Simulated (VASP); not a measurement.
# In (Im-3m) in VASP: a series of runs

In is run at these levels: PBE; tasks: single point.

Everything below comes from runs of VASP 6.6.1. Logs are shortened: lines on timing, memory, paths and dates and some standing lists are left out, and cuts for length are marked.

## (1) The cell of the first run

It takes space group Im-3m (No. 229, cubic). Conventional cell: a = 3.764 Å, b = 3.764 Å, c = 3.764 Å, α = 90.00°, β = 90.00°, γ = 90.00°. Within 4.3 Å of In (site symmetry m-3m) lie 14 In at 3.26 to 3.76 Å.

This isn't the form of In at room conditions, which is tetragonal.

## (2) Single point, PBE

Input file INCAR:

```
SYSTEM = In
PREC = Accurate ; ENCUT = 520
EDIFF = 1E-6 ; ISMEAR = -1
SIGMA = 0.06122561905347299 ; LREAL = .False.
LASPH = .True. ; NELM = 80
ALGO = Normal ; ISIF = 2
LWAVE = .False. ; LCHARG = .False.
GGA = PE ; NBANDS = 12
```

Input file KPOINTS:

```
Automatic mesh
0
Gamma
  20 20 20
  0 0 0
```

Input file POSCAR:

```
In
1.0
   -1.8818161866      1.8818161866      1.8818161866
    1.8818161866     -1.8818161866      1.8818161866
    1.8818161866      1.8818161866     -1.8818161866
In
1
Direct
    0.0000000000      0.0000000000      0.0000000000
```

Potentials or basis: VASP PAW PBE potentials, release 64 (In_d).

Run with:

```
$ cat potpaw_PBE.64/In_d/POTCAR > POTCAR
$ mpirun -np 1 vasp_std > vasp.out
```

OUTCAR:

```text
SYSTEM = In
   PREC = Accurate
   ENCUT = 520
   EDIFF = 1E-6
   ISMEAR = -1
   LREAL = .False.
   LASPH = .True.
   NELM = 80
   ISIF = 2
   GGA = PE

 ion  position               nearest neighbor table
   1  0.000  0.000  0.000-

  LATTYP: Found a body centered cubic cell.
 ALAT       =     3.7636323732

  Lattice vectors:

 A1 = (  -1.8818161866,   1.8818161866,   1.8818161866)
 A2 = (   1.8818161866,  -1.8818161866,   1.8818161866)
 A3 = (   1.8818161866,   1.8818161866,  -1.8818161866)

Analysis of symmetry for initial positions (statically):
=====================================================================
 Subroutine PRICEL returns:
 Original cell was already a primitive cell.

 Routine SETGRP: Setting up the symmetry group for a
 body centered cubic supercell.

 Subroutine GETGRP returns: Found 48 space group operations
 (whereof 48 operations were pure point group operations)
 out of a pool of 48 trial point group operations.

The static configuration has the point symmetry O_h .

Analysis of symmetry for dynamics (positions and initial velocities):
=====================================================================
 Subroutine PRICEL returns:
 Original cell was already a primitive cell.

 Routine SETGRP: Setting up the symmetry group for a
 body centered cubic supercell.

 Subroutine GETGRP returns: Found 48 space group operations
 (whereof 48 operations were pure point group operations)
 out of a pool of 48 trial point group operations.

The dynamic configuration has the point symmetry O_h .

 Subroutine INISYM returns: Found 48 space group operations
 (whereof 48 operations are pure point group operations),
 and found     1 'primitive' translations

----------------------------------------------------------------------------------------

                                     Primitive cell

  volume of cell :      26.6558

  direct lattice vectors                    reciprocal lattice vectors
    -1.881816187  1.881816187  1.881816187     0.000000000  0.265700765  0.265700765
     1.881816187 -1.881816187  1.881816187     0.265700765  0.000000000  0.265700765
     1.881816187  1.881816187 -1.881816187     0.265700765  0.265700765  0.000000000

  length of vectors
     3.259401246  3.259401246  3.259401246     0.375757625  0.375757625  0.375757625

  position of ions in fractional coordinates (direct lattice)
     0.000000000  0.000000000  0.000000000

  ion indices of the primitive-cell ions
   primitive index   ion index
                 1           1

----------------------------------------------------------------------------------------

 KPOINTS: Automatic mesh

Automatic generation of k-mesh.
 Grid dimensions read from file:
 generate k-points for:   20   20   20

 Generating k-lattice:

  Cartesian coordinates                     Fractional coordinates (reciprocal lattice)
     0.000000000  0.013285038  0.013285038     0.050000000  0.000000000  0.000000000
     0.013285038  0.000000000  0.013285038     0.000000000  0.050000000  0.000000000
     0.013285038  0.013285038  0.000000000     0.000000000  0.000000000  0.050000000

  Length of vectors
     0.018787881  0.018787881  0.018787881

  Shift w.r.t. Gamma in fractional coordinates (k-lattice)
     0.000000000  0.000000000  0.000000000

 Subroutine IBZKPT returns following result:
 ===========================================

 Found    256 irreducible k-points:

 Following reciprocal coordinates:
            Coordinates               Weight
  0.000000  0.000000  0.000000      1.000000
  0.050000  0.000000  0.000000     12.000000
  0.100000  0.000000  0.000000     12.000000
  0.150000  0.000000  0.000000     12.000000
  0.200000  0.000000  0.000000     12.000000
  0.250000  0.000000  0.000000     12.000000
[... 16 lines left out ...]
  0.200000  0.100000  0.000000     48.000000
  0.250000  0.100000 -0.000000     48.000000
 [... further k-points ...]
   k-points           NKPTS =    256   k-points in BZ     NKDIM =    256   number of bands    NBANDS=     12
   number of dos      NEDOS =    301   number of ions     NIONS =      1
   total plane-waves  NPLWV =  13824
   dimension x,y,z NGX =    24 NGY =   24 NGZ =   24
   dimension x,y,z NGXF=    48 NGYF=   48 NGZF=   48
   ions per type =               1
   NGX,Y,Z   is equivalent  to a cutoff of  12.24, 12.24, 12.24 a.u.
   NGXF,Y,Z  is equivalent  to a cutoff of  24.48, 24.48, 24.48 a.u.
 SYSTEM =  In
   PREC   = accura    normal or accurate (medium, high low for compatibility)
   ISTART =      0    job   : 0-new  1-cont  2-samecut
   ICHARG =      2    charge: 1-file 2-atom 10-const
   ISPIN  =      1    spin polarized calculation?
   LNONCOLLINEAR =      F non collinear calculations
   LSORBIT =      F    spin-orbit coupling
   LASPH  =      T    aspherical Exc in radial PAW
   ENCUT  =  520.0 eV  38.22 Ry    6.18 a.u.   6.06  6.06  6.06*2*pi/ulx,y,z
   NELM   =     80;   NELMIN=  2; NELMDL= -5     # of ELM steps
   EDIFF  = 0.1E-05   stopping-criterion for ELM
   LREAL  =      F    real-space projection
   EDIFFG = 0.1E-04   stopping-criterion for IOM
   NSW    =      0    number of steps for IOM
   IBRION =     -1    ionic relax: 0-MD 1-quasi-New 2-CG
   NFREE  =      0    steps in history (QN), initial steepest desc. (CG)
   ISIF   =      2    stress and relaxation
   ISYM   =      2    0-nonsym 1-usesym 2-fastsym
   POTIM  = 0.5000    time-step for ionic-motion
   TEBEG  =    0.0;   TEEND  =   0.0 temperature during run
   PSTRESS=    0.0 pullay stress
   NELECT =      13.0000    total number of electrons
   NUPDOWN=      -1.0000    fix difference up-down
   EMIN   =  10.00;   EMAX   =-10.00  energy-range for DOS
   EFERMI =   0.00;   METHOD = LEGACY
   ISMEAR =    -1;   SIGMA  =   0.06  broadening in eV -4-tet -1-fermi 0-gaus
   EFERMI_NEDOS =   21; number of points for ismear=-14 and -15
   IALGO  =     38    algorithm
   IMIX   =      4    mixing-type and parameters
     AMIX     =   0.40;   BMIX     =  1.00
     AMIX_MAG =   1.60;   BMIX_MAG =  1.00
  volume/ion in A,a.u.               =      26.66       179.88
  Fermi-wavevector in a.u.,A,eV,Ry     =   1.288622  2.435142 22.593096  1.660546
  Thomas-Fermi vector in A             =   2.420564
   LORBIT       =      0    0 simple, 1 ext, 2 COOP (PROOUT), +10 PAW based schemes
   GGA     = PE    functional components
   LHFCALC =     F    Hartree Fock is set to
   AEXX    =    0.0000 exact exchange contribution
   IVDW    =     0    specifies the selected vdW correction
   LEPSILON=     F    determine dielectric tensor
   LRPA    =     F    only Hartree local field effects (RPA)
 non-spin polarized calculation
  energy-cutoff  :      520.00
  volume of cell :       26.66
 maximum number of plane-waves:       736
   NGX = 13   NGY = 13   NGZ = 13

 number of electron      13.0000005 magnetization

 Free energy of the ion-electron system (eV)
  ---------------------------------------------------
  ext. energy  EPLUGINS =         0.00000000
  ---------------------------------------------------
  free energy    TOTEN  =        -2.54654465 eV

  energy without entropy =       -2.54030018  energy(sigma->0) =       -2.54342241

 E-fermi :   7.3098     XC(G=0): -10.1664

 val. band max:        7.2826030351   @ k =  -0.3500   0.5000   0.2000
 cond. band min:       7.3107292710   @ k =   0.3000   0.2500   0.1500
 fundamental gap:      0.0281262359
 Fermi energy:         7.3098312254

 k-point     1 :       0.0000    0.0000    0.0000
  band No.  band energies     occupation
      1      -7.3486      2.00000
      2      -7.3486      2.00000
      3      -7.3486      2.00000
      4      -7.0838      2.00000
      5      -7.0838      2.00000
      6      -2.0974      2.00000
      7      18.2272      0.00000
      8      18.2272      0.00000
      9      18.2272      0.00000
     10      20.2649      0.00000
     11      20.2649      0.00000
     12      20.2649      0.00000

 k-point     2 :       0.0500    0.0000    0.0000
  band No.  band energies     occupation
      1      -7.3512      2.00000
      2      -7.3460      2.00000
      3      -7.3385      2.00000
      4      -7.0866      2.00000
      5      -7.0839      2.00000
      6      -2.0404      2.00000
      7      17.6148      0.00000
      8      17.9305      0.00000
      9      18.0933      0.00000
     10      19.7663      0.00000
     11      20.0188      0.00000
     12      20.1718      0.00000

 k-point     3 :       0.1000    0.0000    0.0000
  band No.  band energies     occupation
      1      -7.3588      2.00000
      2      -7.3393      2.00000
      3      -7.3094      2.00000
      4      -7.0945      2.00000
      5      -7.0842      2.00000
      6      -1.8688      2.00000
      7      16.1481      0.00000
      8      17.2504      0.00000
      9      17.6985      0.00000
     10      19.2179      0.00000
     11      19.5340      0.00000
     12      20.1294      0.00000
[... 286 lines left out ...]
 k-point    23 :       0.2000    0.1000    0.0000
  band No.  band energies     occupation
      1      -7.3908      2.00000
      2      -7.3287      2.00000
      3      -7.1339      2.00000
      4      -7.1241      2.00000
      5      -7.0856      2.00000
      6      -0.4734      2.00000
      7      11.0646      0.00000
      8      13.4128      0.00000
      9      15.3340      0.00000
     10      18.6169      0.00000
     11      19.8801      0.00000
     12      20.6710      0.00000

 k-point    24 :       0.2500    0.1000   -0.0000
  band No.  band energies     occupation
      1      -7.4057      2.00000
      2      -7.3315      2.00000
      3      -7.1262      2.00000
      4      -7.0940      2.00000
      5      -7.0669      2.00000
      6       0.1722      2.00000
      7       9.4840      0.00000
      8      12.8387      0.00000
      9      14.8480      0.00000
     10      18.3143      0.00000
     11      19.8751      0.00000
     12      20.9642      0.00000

 [... further k-points ...]

------------------------ aborting loop because EDIFF is reached ----------------------------------------

  FORCE on cell =-STRESS in cart. coord.  units (eV):
  Direction    XX          YY          ZZ          XY          YZ          ZX
  --------------------------------------------------------------------------------------
  -------------------------------------------------------------------------------------
  Total        0.2573707      0.2573707      0.2573707      0.0000000      0.0000000     -0.0000000
  in kB       15.4695625     15.4695625     15.4695625      0.0000000      0.0000000     -0.0000000
  external PRESSURE =      15.4695625 kB  Pullay stress =       0.0000000 kB

 VOLUME and BASIS-vectors are now :
 -----------------------------------------------------------------------------
  energy-cutoff  :      520.00
  volume of cell :       26.66
      direct lattice vectors                 reciprocal lattice vectors
    -1.881816187  1.881816187  1.881816187     0.000000000  0.265700765  0.265700765
     1.881816187 -1.881816187  1.881816187     0.265700765  0.000000000  0.265700765
     1.881816187  1.881816187 -1.881816187     0.265700765  0.265700765  0.000000000

 POSITION                                       TOTAL-FORCE (eV/Angst)
 -----------------------------------------------------------------------------------
      0.00000      0.00000      0.00000         0.000000     -0.000000      0.000000
 -----------------------------------------------------------------------------------
    total drift:                                0.000000      0.000000      0.000000

  FREE ENERGIE OF THE ION-ELECTRON SYSTEM (eV)
  ---------------------------------------------------
  free  energy   TOTEN  =        -2.5465446458 eV

  energy  without entropy=       -2.5403001797  energy(sigma->0) =       -2.54342241
```

It took 85 s on 1 thread of AMD EPYC 7R13, shared host; peak memory 0.17 GiB.

What came out:

| Property | Result |
| --- | --- |
| Free energy | -2.5465 eV |
| Pressure | 1.5 GPa |
| Band gap on the k mesh | zero (an odd number of electrons rules out a gap without spin polarisation) |

Caveat: spin-orbit coupling is left out, which moves the levels of the heavy elements.

(Part 1 of 2 ends here.)
